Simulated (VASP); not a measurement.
Runs of VASP 6.6.1 on Pt. The structure is that of space group Fm-3m (No. 225), or close to it. The cells are those of the table. 

```csv
cell,further INCAR settings,gap on the mesh (eV),pressure (GPa)
"a = 2.834, b = 2.834, c = 6.817 Å, angles 90.0, 90.0, 120.0°, 3 atoms",ALGO = Fast; EDIFF = 1e-07; NBANDS = 22,none,-3.0
"a = 2.778, b = 2.778, c = 6.941 Å, angles 90.0, 90.0, 120.0°, 3 atoms",ALGO = Fast; EDIFF = 1e-07; NBANDS = 22,none,2.4
"a = 2.778, b = 2.778, c = 6.974 Å, angles 90.0, 90.0, 120.0°, 3 atoms",ALGO = Fast; EDIFF = 1e-06; NBANDS = 22,none,(a)
"a = 2.806, b = 2.806, c = 6.879 Å, angles 90.0, 90.0, 120.0°, 3 atoms",ALGO = Fast; EDIFF = 1e-06; NBANDS = 22,none,-0.5
"a = 2.834, b = 2.834, c = 6.791 Å, angles 90.0, 90.0, 120.0°, 3 atoms",ALGO = Fast; EDIFF = 1e-07; NBANDS = 22,none,(b)
```

Alike in all rows: task single point; level PBE; potentials or basis VASP PAW PBE potentials, release 64 (Pt); no spin polarisation; k mesh 18 × 18 × 8; cutoff (eV) 520; smearing methfessel-paxton 0.1 eV.

**Question.** Fill in the values left out.

**Answer.** (a) 1.2; (b) -2.1.

Caveats: spin-orbit coupling is left out, which moves the levels of the heavy elements; the cell stands under tension (at least some runs).

A k mesh can miss the band edges, and the runs leave out spin-orbit coupling on Pt.

A gap of «none» marks levels without a gap at the run's occupations.
